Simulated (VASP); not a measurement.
# NiO2 (R-3m) in VASP: single point with LDA

Aim: the single point of NiO2 with LDA.

Program: VASP 6.6.1. These are calculated values, not measurements. Logs are shortened: lines on timing, memory, paths and dates and some standing lists are left out, and cuts for length are marked.

### Step 1. The cell of the first run

It takes space group R-3m (No. 166, trigonal). Conventional cell: a = 2.758 Å, b = 2.758 Å, c = 14.147 Å, α = 90.00°, β = 90.00°, γ = 120.00°. Ni (site symmetry -3m) has 6 O at 1.84 Å within 2.4 Å. O (site symmetry 3m) has 3 Ni at 1.84 Å and 3 O at 2.44 Å within 2.5 Å.

### Step 2. Single point, LDA

The input, INCAR:

```
SYSTEM = NiO2
PREC     = Accurate       ! precision mode
ENCUT    = 700            ! plane-wave cutoff, eV
EDIFF    = 1E-6           ! SCF threshold, eV
ISMEAR   = 0              ! smearing method
SIGMA    = 0.02           ! smearing width, eV
LREAL    = .False.        ! projectors in reciprocal space
LASPH    = .True.         ! aspherical terms in the spheres
NELM     = 120            ! most SCF steps
ALGO     = Normal         ! electronic algorithm
ISIF     = 2              ! what is computed and relaxed
LWAVE    = .False.        ! write WAVECAR
LCHARG   = .False.        ! write CHGCAR
GGA      = CA             ! functional
NBANDS   = 22             ! bands
GGA_COMPAT= .False.
```

The input, KPOINTS:

```
Automatic mesh
0
Gamma
  12 12 12
  0 0 0
```

The input, POSCAR:

```
NiO2
1.0
    1.3788343964      0.7960704099      4.7157131405
   -1.3788343964      0.7960704099      4.7157131405
    0.0000000000     -1.5921408199      4.7157131405
Ni O
1 2
Direct
    0.0000000000      0.0000000000      0.0000000000
    0.6015090637      0.6015090637      0.6015090637
    0.3984909363      0.3984909363      0.3984909363
```

Potentials or basis: VASP PAW LDA potentials, release 64 (Ni_sv_GW, O).

Command:

```
$ cat potpaw_LDA.64/Ni_sv_GW/POTCAR potpaw_LDA.64/O/POTCAR > POTCAR
$ mpirun -np 1 vasp_std > vasp.out
```

OUTCAR:

```text
SYSTEM = NiO2
   PREC = Accurate
   ENCUT = 700
   EDIFF = 1E-6
   ISMEAR = 0
   LREAL = .False.
   LASPH = .True.
   NELM = 120
   ISIF = 2
   GGA = CA

 ion  position               nearest neighbor table
   1  0.000  0.000  0.000-   2 1.84   3 1.84   2 1.84   2 1.84   3 1.84   3 1.84
   2  0.602  0.602  0.602-   1 1.84   1 1.84   1 1.84
   3  0.398  0.398  0.398-   1 1.84   1 1.84   1 1.84

  LATTYP: Found a trigonal (rhomboedric) cell.
 ALAT       =     4.9772344544
 COS(alpha) =     0.8465107318

  Lattice vectors:

 A1 = (   1.3788343964,   0.7960704099,   4.7157131405)
 A2 = (  -1.3788343964,   0.7960704099,   4.7157131405)
 A3 = (   0.0000000000,  -1.5921408199,   4.7157131405)

Analysis of symmetry for initial positions (statically):
=====================================================================
 Subroutine PRICEL returns:
 Original cell was already a primitive cell.

 Routine SETGRP: Setting up the symmetry group for a
 trigonal (rhombohedral) supercell.

 Subroutine GETGRP returns: Found 12 space group operations
 (whereof 12 operations were pure point group operations)
 out of a pool of 12 trial point group operations.

The static configuration has the point symmetry D_3d.

Analysis of symmetry for dynamics (positions and initial velocities):
=====================================================================
 Subroutine PRICEL returns:
 Original cell was already a primitive cell.

 Routine SETGRP: Setting up the symmetry group for a
 trigonal (rhombohedral) supercell.

 Subroutine GETGRP returns: Found 12 space group operations
 (whereof 12 operations were pure point group operations)
 out of a pool of 12 trial point group operations.

The dynamic configuration has the point symmetry D_3d.

 Subroutine INISYM returns: Found 12 space group operations
 (whereof 12 operations are pure point group operations),
 and found     1 'primitive' translations

----------------------------------------------------------------------------------------

                                     Primitive cell

  volume of cell :      31.0572

  direct lattice vectors                    reciprocal lattice vectors
[... 83 lines left out ...]
   ISPIN  =      1    spin polarized calculation?
   LNONCOLLINEAR =      F non collinear calculations
   LSORBIT =      F    spin-orbit coupling
   LASPH  =      T    aspherical Exc in radial PAW
   ENCUT  =  700.0 eV  51.45 Ry    7.17 a.u.  10.74 10.74 10.74*2*pi/ulx,y,z
   NELM   =    120;   NELMIN=  2; NELMDL= -5     # of ELM steps
   EDIFF  = 0.1E-05   stopping-criterion for ELM
   LREAL  =      F    real-space projection
   EDIFFG = 0.1E-04   stopping-criterion for IOM
   NSW    =      0    number of steps for IOM
   IBRION =     -1    ionic relax: 0-MD 1-quasi-New 2-CG
   NFREE  =      0    steps in history (QN), initial steepest desc. (CG)
   ISIF   =      2    stress and relaxation
   ISYM   =      2    0-nonsym 1-usesym 2-fastsym
   POTIM  = 0.5000    time-step for ionic-motion
   TEBEG  =    0.0;   TEEND  =   0.0 temperature during run
   PSTRESS=    0.0 pullay stress
   NELECT =      30.0000    total number of electrons
   NUPDOWN=      -1.0000    fix difference up-down
   EMIN   =  10.00;   EMAX   =-10.00  energy-range for DOS
   EFERMI =   0.00;   METHOD = LEGACY
   ISMEAR =     0;   SIGMA  =   0.02  broadening in eV -4-tet -1-fermi 0-gaus
   EFERMI_NEDOS =   21; number of points for ismear=-14 and -15
   IALGO  =     38    algorithm
   IMIX   =      4    mixing-type and parameters
     AMIX     =   0.40;   BMIX     =  1.00
     AMIX_MAG =   1.60;   BMIX_MAG =  1.00
  volume/ion in A,a.u.               =      10.35        69.86
  Fermi-wavevector in a.u.,A,eV,Ry     =   1.618308  3.058159 35.632580  2.618921
  Thomas-Fermi vector in A             =   2.712592
   LORBIT       =      0    0 simple, 1 ext, 2 COOP (PROOUT), +10 PAW based schemes
   GGA     = CA    functional components
   LHFCALC =     F    Hartree Fock is set to
   AEXX    =    0.0000 exact exchange contribution
   IVDW    =     0    specifies the selected vdW correction
   LEPSILON=     F    determine dielectric tensor
   LRPA    =     F    only Hartree local field effects (RPA)
 non-spin polarized calculation
 Gauss-broadening in eV      SIGMA  =   0.02
  energy-cutoff  :      700.00
  volume of cell :       31.06
 maximum number of plane-waves:      1326
 NGX is ok and might be reduce to    48
   NGX = 21   NGY = 21   NGZ = 21

 number of electron      29.9999999 magnetization

 Free energy of the ion-electron system (eV)
  ---------------------------------------------------
  ext. energy  EPLUGINS =         0.00000000
  ---------------------------------------------------
  free energy    TOTEN  =       -21.05888060 eV

  energy without entropy =      -21.05888060  energy(sigma->0) =      -21.05888060

 E-fermi :   2.4811     XC(G=0): -11.5757

 val. band max:        2.1116855607   @ k =  -0.4167   0.5000   0.4167
 cond. band min:       3.0123967124   @ k =   0.4167   0.4167   0.1667
 fundamental gap:      0.9007111516
 Fermi energy:         2.4811424412

 k-point     1 :       0.0000    0.0000    0.0000
  band No.  band energies     occupation
      1    -101.2184      2.00000
      2     -62.2688      2.00000
      3     -62.2688      2.00000
      4     -61.9778      2.00000
      5     -17.8495      2.00000
      6     -15.0305      2.00000
[... 589 lines left out ...]
     21      18.7065      0.00000
     22      19.1004      0.00000

 [... further k-points ...]

------------------------ aborting loop because EDIFF is reached ----------------------------------------

  FORCE on cell =-STRESS in cart. coord.  units (eV):
  Direction    XX          YY          ZZ          XY          YZ          ZX
  --------------------------------------------------------------------------------------
  -------------------------------------------------------------------------------------
  Total        0.2691447      0.2691447      0.0408241      0.0000000     -0.0000000      0.0000000
  in kB       13.8846274     13.8846274      2.1060307      0.0000000     -0.0000000      0.0000000
  external PRESSURE =       9.9584285 kB  Pullay stress =       0.0000000 kB

 VOLUME and BASIS-vectors are now :
 -----------------------------------------------------------------------------
  energy-cutoff  :      700.00
  volume of cell :       31.06
      direct lattice vectors                 reciprocal lattice vectors
     1.378834396  0.796070410  4.715713141     0.362625128  0.209361715  0.070685668
    -1.378834396  0.796070410  4.715713141    -0.362625128  0.209361715  0.070685668
     0.000000000 -1.592140820  4.715713141     0.000000000 -0.418723431  0.070685668

 POSITION                                       TOTAL-FORCE (eV/Angst)
 -----------------------------------------------------------------------------------
      0.00000      0.00000      0.00000         0.000000      0.000000      0.000000
      0.00000     -0.00000      8.50963         0.000000      0.000000     -0.109426
      0.00000     -0.00000      5.63751         0.000000     -0.000000      0.109426
 -----------------------------------------------------------------------------------
    total drift:                                0.000000      0.000000     -0.000000

  FREE ENERGIE OF THE ION-ELECTRON SYSTEM (eV)
  ---------------------------------------------------
  free  energy   TOTEN  =       -21.0588805975 eV

  energy  without entropy=      -21.0588805975  energy(sigma->0) =      -21.05888060
```

stdout:

```text
POSCAR found type information on POSCAR NiO
 POSCAR found :  2 types and       3 ions
 scaLAPACK will be used
 LDA part: xc-table for (Slater(with rela. corr.)+CA(PZ))
 , standard interpolation
 POSCAR, INCAR and KPOINTS ok, starting setup
 FFT: planning ... GRIDC
 FFT: planning ... GRID_SOFT
 FFT: planning ... GRID
 WAVECAR not read
 entering main loop
```

Wall time 6.6 min (1 thread of Intel Xeon Platinum 8488C (Sapphire Rapids), shared host); peak memory 0.43 GiB.

Results:

```
Free energy            : -21.0589 eV
Pressure               : 1.0 GPa
Largest force          : 0.109 eV/Å
Band gap on the k mesh : 0.90 eV (least direct gap 1.16 eV)
```

Forces on the atoms (eV/Å):
```
Ni   0.000  0.000  0.000
O    0.000  0.000 -0.109
O    0.000  0.000  0.109
```

Caveat: the run has no spin polarisation, though such a crystal can be magnetic. Spin polarisation is off, so any magnetic state and its effect on volume and gap are missing.
